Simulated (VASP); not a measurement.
# TiN (lda) (Fm-3m) in VASP: a series of runs

The runs below take TiN (lda) through single point, with LDA.

Everything below comes from runs of VASP 6.6.1. Logs are shortened: lines on timing, memory, paths and dates and some standing lists are left out, and cuts for length are marked.

**1. The cell of the first run**

It takes space group Fm-3m (No. 225, cubic). Conventional cell: a = 4.173 Å, b = 4.173 Å, c = 4.173 Å, α = 90.00°, β = 90.00°, γ = 90.00°. Ti (site symmetry m-3m) has 6 N at 2.09 Å within 2.8 Å. Within 2.8 Å of N (site symmetry m-3m) lie 6 Ti at 2.09 Å.

**2. Single point, LDA**

The input, INCAR:

```
SYSTEM = TiN
ALGO = Normal
EDIFF = 1E-6
ENCUT = 520
GGA = CA
ISIF = 2
ISMEAR = 0
LASPH = .True.
LCHARG = .False.
LREAL = .False.
LWAVE = .False.
NBANDS = 16
NELM = 60
PREC = Accurate
SIGMA = 0.1
```

The input, KPOINTS:

```
k-points
0
Gamma
  8 8 8
  0 0 0
```

The input, POSCAR:

```
TiN
1.0
    0.0000000000      2.0862956476      2.0862956476
    2.0862956476      0.0000000000      2.0862956476
    2.0862956476      2.0862956476      0.0000000000
Ti N
1 1
Direct
    0.0000000000      0.0000000000      0.0000000000
    0.5000000000      0.5000000000      0.5000000000
```

Potentials or basis: VASP PAW LDA potentials, release 64 (Ti_sv, N).

Started as:

```console
> cat potpaw_LDA.64/Ti_sv/POTCAR potpaw_LDA.64/N/POTCAR > POTCAR
> mpirun -np 1 vasp_std > vasp.out
```

OUTCAR:

```text
SYSTEM = TiN
   EDIFF = 1E-6
   ENCUT = 520
   GGA = CA
   ISIF = 2
   ISMEAR = 0
   LASPH = .True.
   LREAL = .False.
   NELM = 60
   PREC = Accurate

 ion  position               nearest neighbor table
   1  0.000  0.000  0.000-   2 2.09   2 2.09   2 2.09   2 2.09   2 2.09   2 2.09
   2  0.500  0.500  0.500-   1 2.09   1 2.09   1 2.09   1 2.09   1 2.09   1 2.09

  LATTYP: Found a face centered cubic cell.
 ALAT       =     4.1725912952

  Lattice vectors:

 A1 = (   0.0000000000,   2.0862956476,   2.0862956476)
 A2 = (   2.0862956476,   0.0000000000,   2.0862956476)
 A3 = (   2.0862956476,   2.0862956476,   0.0000000000)

Analysis of symmetry for initial positions (statically):
=====================================================================
 Subroutine PRICEL returns:
 Original cell was already a primitive cell.

 Routine SETGRP: Setting up the symmetry group for a
 face centered cubic supercell.

 Subroutine GETGRP returns: Found 48 space group operations
 (whereof 48 operations were pure point group operations)
 out of a pool of 48 trial point group operations.

The static configuration has the point symmetry O_h .

Analysis of symmetry for dynamics (positions and initial velocities):
=====================================================================
 Subroutine PRICEL returns:
 Original cell was already a primitive cell.

 Routine SETGRP: Setting up the symmetry group for a
 face centered cubic supercell.

 Subroutine GETGRP returns: Found 48 space group operations
 (whereof 48 operations were pure point group operations)
 out of a pool of 48 trial point group operations.

The dynamic configuration has the point symmetry O_h .

 Subroutine INISYM returns: Found 48 space group operations
 (whereof 48 operations are pure point group operations),
 and found     1 'primitive' translations

----------------------------------------------------------------------------------------

                                     Primitive cell

  volume of cell :      18.1617

  direct lattice vectors                    reciprocal lattice vectors
     0.000000000  2.086295648  2.086295648    -0.239659226  0.239659226  0.239659226
     2.086295648  0.000000000  2.086295648     0.239659226 -0.239659226  0.239659226
     2.086295648  2.086295648  0.000000000     0.239659226  0.239659226 -0.239659226

  length of vectors
     2.950467600  2.950467600  2.950467600     0.415101956  0.415101956  0.415101956

  position of ions in fractional coordinates (direct lattice)
     0.000000000  0.000000000  0.000000000
     0.500000000  0.500000000  0.500000000

  ion indices of the primitive-cell ions
   primitive index   ion index
                 1           1
                 2           2

----------------------------------------------------------------------------------------

 KPOINTS: k-points

Automatic generation of k-mesh.
 Grid dimensions read from file:
 generate k-points for:    8    8    8

 Generating k-lattice:

  Cartesian coordinates                     Fractional coordinates (reciprocal lattice)
    -0.029957403  0.029957403  0.029957403     0.125000000  0.000000000  0.000000000
     0.029957403 -0.029957403  0.029957403     0.000000000  0.125000000  0.000000000
     0.029957403  0.029957403 -0.029957403     0.000000000  0.000000000  0.125000000

  Length of vectors
     0.051887744  0.051887744  0.051887744

  Shift w.r.t. Gamma in fractional coordinates (k-lattice)
     0.000000000  0.000000000  0.000000000

 Subroutine IBZKPT returns following result:
 ===========================================

 Found     29 irreducible k-points:

 Following reciprocal coordinates:
            Coordinates               Weight
  0.000000  0.000000  0.000000      1.000000
  0.125000  0.000000  0.000000      8.000000
  0.250000  0.000000  0.000000      8.000000
  0.375000  0.000000  0.000000      8.000000
  0.500000  0.000000  0.000000      4.000000
  0.125000  0.125000  0.000000      6.000000
[... 16 lines left out ...]
  0.500000  0.250000  0.125000     48.000000
 -0.375000  0.250000  0.125000     24.000000
 [... further k-points ...]
   k-points           NKPTS =     29   k-points in BZ     NKDIM =     29   number of bands    NBANDS=     16
   number of dos      NEDOS =    301   number of ions     NIONS =      2
   total plane-waves  NPLWV =  13824
   dimension x,y,z NGX =    24 NGY =   24 NGZ =   24
   dimension x,y,z NGXF=    48 NGYF=   48 NGZF=   48
   ions per type =               1   1
   NGX,Y,Z   is equivalent  to a cutoff of  13.52, 13.52, 13.52 a.u.
   NGXF,Y,Z  is equivalent  to a cutoff of  27.05, 27.05, 27.05 a.u.
 SYSTEM =  TiN
   PREC   = accura    normal or accurate (medium, high low for compatibility)
   ISTART =      0    job   : 0-new  1-cont  2-samecut
   ICHARG =      2    charge: 1-file 2-atom 10-const
   ISPIN  =      1    spin polarized calculation?
   LNONCOLLINEAR =      F non collinear calculations
   LSORBIT =      F    spin-orbit coupling
   LASPH  =      T    aspherical Exc in radial PAW
   ENCUT  =  520.0 eV  38.22 Ry    6.18 a.u.   5.49  5.49  5.49*2*pi/ulx,y,z
   NELM   =     60;   NELMIN=  2; NELMDL= -5     # of ELM steps
   EDIFF  = 0.1E-05   stopping-criterion for ELM
   LREAL  =      F    real-space projection
   EDIFFG = 0.1E-04   stopping-criterion for IOM
   NSW    =      0    number of steps for IOM
   IBRION =     -1    ionic relax: 0-MD 1-quasi-New 2-CG
   NFREE  =      0    steps in history (QN), initial steepest desc. (CG)
   ISIF   =      2    stress and relaxation
   ISYM   =      2    0-nonsym 1-usesym 2-fastsym
   POTIM  = 0.5000    time-step for ionic-motion
   TEBEG  =    0.0;   TEEND  =   0.0 temperature during run
   PSTRESS=    0.0 pullay stress
   NELECT =      17.0000    total number of electrons
   NUPDOWN=      -1.0000    fix difference up-down
   EMIN   =  10.00;   EMAX   =-10.00  energy-range for DOS
   EFERMI =   0.00;   METHOD = LEGACY
   ISMEAR =     0;   SIGMA  =   0.10  broadening in eV -4-tet -1-fermi 0-gaus
   EFERMI_NEDOS =   21; number of points for ismear=-14 and -15
   IALGO  =     38    algorithm
   IMIX   =      4    mixing-type and parameters
     AMIX     =   0.40;   BMIX     =  1.00
     AMIX_MAG =   1.60;   BMIX_MAG =  1.00
  volume/ion in A,a.u.               =       9.08        61.28
  Fermi-wavevector in a.u.,A,eV,Ry     =   1.601420  3.026245 34.892773  2.564546
  Thomas-Fermi vector in A             =   2.698401
   LORBIT       =      0    0 simple, 1 ext, 2 COOP (PROOUT), +10 PAW based schemes
   GGA     = CA    functional components
   LHFCALC =     F    Hartree Fock is set to
   AEXX    =    0.0000 exact exchange contribution
   IVDW    =     0    specifies the selected vdW correction
   LEPSILON=     F    determine dielectric tensor
   LRPA    =     F    only Hartree local field effects (RPA)
 non-spin polarized calculation
 Gauss-broadening in eV      SIGMA  =   0.10
  energy-cutoff  :      520.00
  volume of cell :       18.16
 maximum number of plane-waves:       531
 NGX is ok and might be reduce to    24
   NGX = 11   NGY = 11   NGZ = 11

 number of electron      16.9999996 magnetization

 Free energy of the ion-electron system (eV)
  ---------------------------------------------------
  ext. energy  EPLUGINS =         0.00000000
  ---------------------------------------------------
  free energy    TOTEN  =       -21.66201486 eV

  energy without entropy =      -21.65359138  energy(sigma->0) =      -21.65780312

 E-fermi :  11.8752     XC(G=0): -13.6433

 val. band max:       11.8682403489   @ k =   0.3750   0.1250   0.0000
 cond. band min:      11.8999698811   @ k =  -0.3750   0.3750   0.1250
 fundamental gap:      0.0317295322
 Fermi energy:        11.8752265647

 k-point     1 :       0.0000    0.0000    0.0000
  band No.  band energies     occupation
      1     -45.2058      2.00000
      2     -21.5220      2.00000
      3     -21.5220      2.00000
      4     -21.5220      2.00000
      5      -5.2758      2.00000
      6       9.7921      2.00000
[... 8 lines left out ...]
     15      25.1872      0.00000
     16      32.3330      0.00000

 k-point     2 :       0.1250    0.0000    0.0000
  band No.  band energies     occupation
      1     -45.1871      2.00000
      2     -21.6457      2.00000
      3     -21.5319      2.00000
      4     -21.5319      2.00000
      5      -4.9452      2.00000
      6       8.3617      2.00000
[... 8 lines left out ...]
     15      25.4196      0.00000
     16      31.8226      0.00000

 k-point     3 :       0.2500    0.0000    0.0000
  band No.  band energies     occupation
      1     -45.1419      2.00000
      2     -21.9347      2.00000
      3     -21.5556      2.00000
      4     -21.5556      2.00000
      5      -4.0818      2.00000
      6       6.1642      2.00000
[... 8 lines left out ...]
     15      25.2145      0.00000
     16      29.9731      0.00000

 k-point     4 :       0.3750    0.0000    0.0000
  band No.  band energies     occupation
      1     -45.0963      2.00000
      2     -22.2116      2.00000
      3     -21.5791      2.00000
      4     -21.5791      2.00000
      5      -3.0515      2.00000
      6       4.2934      2.00000
[... 8 lines left out ...]
     15      25.6280      0.00000
     16      27.7738      0.00000
[... 324 lines left out ...]
 k-point    22 :       0.3750    0.2500    0.1250
  band No.  band energies     occupation
      1     -45.1083      2.00000
      2     -21.9861      2.00000
      3     -21.6980      2.00000
      4     -21.5958      2.00000
      5      -3.7204      2.00000
      6       5.3153      2.00000
[... 8 lines left out ...]
     15      25.2962      0.00000
     16      27.5810      0.00000

 k-point    23 :       0.5000    0.2500    0.1250
  band No.  band energies     occupation
      1     -45.0717      2.00000
      2     -22.1301      2.00000
      3     -21.7697      2.00000
      4     -21.6331      2.00000
      5      -3.1626      2.00000
      6       4.7415      2.00000
[... 8 lines left out ...]
     15      24.9423      0.00000
     16      26.4525      0.00000

 k-point    24 :      -0.3750    0.2500    0.1250
  band No.  band energies     occupation
      1     -45.0564      2.00000
      2     -22.1923      2.00000
      3     -21.7880      2.00000
      4     -21.6562      2.00000
      5      -2.9200      2.00000
      6       4.5052      2.00000
[... 8 lines left out ...]
     15      25.1692      0.00000
     16      26.1900      0.00000

 [... further k-points ...]
[... 5 lines left out ...]
  --------------------------------------------------------------------------------------
  -------------------------------------------------------------------------------------
  Total        0.1190643      0.1190643      0.1190643      0.0000000     -0.0000000      0.0000000
  in kB       10.5035090     10.5035090     10.5035090      0.0000000     -0.0000000      0.0000000
  external PRESSURE =      10.5035090 kB  Pullay stress =       0.0000000 kB

 VOLUME and BASIS-vectors are now :
 -----------------------------------------------------------------------------
  energy-cutoff  :      520.00
  volume of cell :       18.16
      direct lattice vectors                 reciprocal lattice vectors
     0.000000000  2.086295648  2.086295648    -0.239659226  0.239659226  0.239659226
     2.086295648  0.000000000  2.086295648     0.239659226 -0.239659226  0.239659226
     2.086295648  2.086295648  0.000000000     0.239659226  0.239659226 -0.239659226

 POSITION                                       TOTAL-FORCE (eV/Angst)
 -----------------------------------------------------------------------------------
      0.00000      0.00000      0.00000         0.000000     -0.000000      0.000000
      2.08630      2.08630      2.08630         0.000000      0.000000     -0.000000
 -----------------------------------------------------------------------------------
    total drift:                                0.000000     -0.000000     -0.000000

  FREE ENERGIE OF THE ION-ELECTRON SYSTEM (eV)
  ---------------------------------------------------
  free  energy   TOTEN  =       -21.6620148564 eV

  energy  without entropy=      -21.6535913824  energy(sigma->0) =      -21.65780312
```

It took 6 s on 1 thread of Intel Xeon Platinum 8559C (Emerald Rapids), shared host; peak memory 0.12 GiB.

What came out:

| Item | Value |
| --- | --- |
| Free energy | -21.6620 eV |
| Pressure | 1.1 GPa |

**3. Single point, LDA**

The input, INCAR:

```
SYSTEM = TiN
PREC = Accurate
ENCUT = 520
EDIFF = 1E-6
ISMEAR = 0
SIGMA = 0.1
LREAL = .False.
LASPH = .True.
NELM = 100
ALGO = Normal
ISIF = 2
LWAVE = .False.
LCHARG = .False.
NBANDS = 16
```

The input, KPOINTS:

```
Automatic mesh
0
Gamma
  18 18 18
  0 0 0
```

The input, POSCAR:

```
TiN
1.0
    0.0000000000      2.0858858464      2.0858858464
    2.0858858464      0.0000000000      2.0858858464
    2.0858858464      2.0858858464      0.0000000000
Ti N
1 1
Direct
    0.0000000000      0.0000000000      0.0000000000
    0.5000000000      0.5000000000      0.5000000000
```

Potentials or basis: VASP PAW LDA potentials, release 64 (Ti_sv, N).

Started as:

```console
> cat potpaw_LDA.64/Ti_sv/POTCAR potpaw_LDA.64/N/POTCAR > POTCAR
> mpirun -np 1 vasp_std > vasp.out
```

Wall time 28 s (1 thread of Intel Xeon Platinum 8559C (Emerald Rapids), shared host); peak memory 0.17 GiB.

The run converged. Its results:

| Item | Value |
| --- | --- |
| Free energy | -21.6737 eV |
| Pressure | 1.0 GPa |

Levels at points of the mesh, in eV from the Fermi level:
```tsv
k point	band 5	band 6	band 7	band 8	band 9	band 10	band 11	band 12	band 13	band 14
(0.00, 0.00, 0.00)	-17.13	-2.05	-2.05	-2.05	-0.68	-0.68	-0.68	0.61	0.61	6.15
(0.50, 0.00, 0.00)	-14.37	-8.36	-5.73	-5.73	1.83	1.83	2.57	6.16	6.16	6.37
(0.50, 0.50, 0.00)	-15.69	-5.87	-3.32	-3.24	-3.24	1.77	2.60	2.60	4.07	11.28
```

**4. Single point, LDA**

The input, INCAR:

```
SYSTEM = TiN
PREC = Accurate
ENCUT = 520
EDIFF = 1E-6
ISMEAR = -1
SIGMA = 0.15
LREAL = .False.
LASPH = .True.
NELM = 80
ALGO = Normal
ISIF = 2
LWAVE = .False.
LCHARG = .True.
GGA = CA
LELF = .True.
LVHAR = .True.
NBANDS = 16
```

The input, KPOINTS:

```
regular mesh
0
Gamma
  18 18 18
  0 0 0
```

The input, POSCAR:

```
TiN
1.0
    0.0000000000      2.0866176881      2.0866176881
    2.0866176881      0.0000000000      2.0866176881
    2.0866176881      2.0866176881      0.0000000000
Ti N
1 1
Direct
    0.0000000000      0.0000000000      0.0000000000
    0.5000000000      0.5000000000      0.5000000000
```

Started as:

```console
> cat potpaw_LDA.64/Ti_sv/POTCAR potpaw_LDA.64/N/POTCAR > POTCAR
> mpirun -np 1 vasp_std > vasp.out
```

It took 27 s on 1 thread of Intel Xeon Platinum 8559C (Emerald Rapids), shared host; peak memory 0.17 GiB.

Results (log left out):

| Item | Value |
| --- | --- |
| Free energy | -21.7013 eV |
| Pressure | 1.0 GPa |

Levels at points of the mesh, in eV from the Fermi level:
| k point | band 6 | band 7 | band 8 | band 9 | band 10 | band 11 | band 12 | band 13 |
| --- | --- | --- | --- | --- | --- | --- | --- | --- |
| (0.00, 0.00, 0.00) | -2.04 | -2.04 | -2.04 | -0.67 | -0.67 | -0.67 | 0.62 | 0.62 |
| (0.50, 0.00, 0.00) | -8.34 | -5.71 | -5.71 | 1.84 | 1.84 | 2.58 | 6.17 | 6.17 |
| (0.50, 0.50, 0.00) | -5.85 | -3.30 | -3.23 | -3.23 | 1.78 | 2.61 | 2.61 | 4.07 |

**5. Summary**

```csv
cell,k mesh,smearing,gap on the mesh (eV),pressure (GPa)
"a = 2.950 Å, angles 60.0°, 2 atoms",8 × 8 × 8,gaussian 0.1 eV,none,1.1
"a = 2.950 Å, angles 60.0°, 2 atoms",18 × 18 × 18,gaussian 0.1 eV,none,1.0
"a = 2.951 Å, angles 60.0°, 2 atoms",18 × 18 × 18,fermi-dirac 0.15 eV,none,1.0
```

Alike in all rows: task single point; level LDA; potentials or basis VASP PAW LDA potentials, release 64 (Ti_sv, N); no spin polarisation; cutoff (eV) 520.

Every run on the cell as given and a fine mesh finds a metal.

Absolute energies hang on the potentials; compare differences alone.
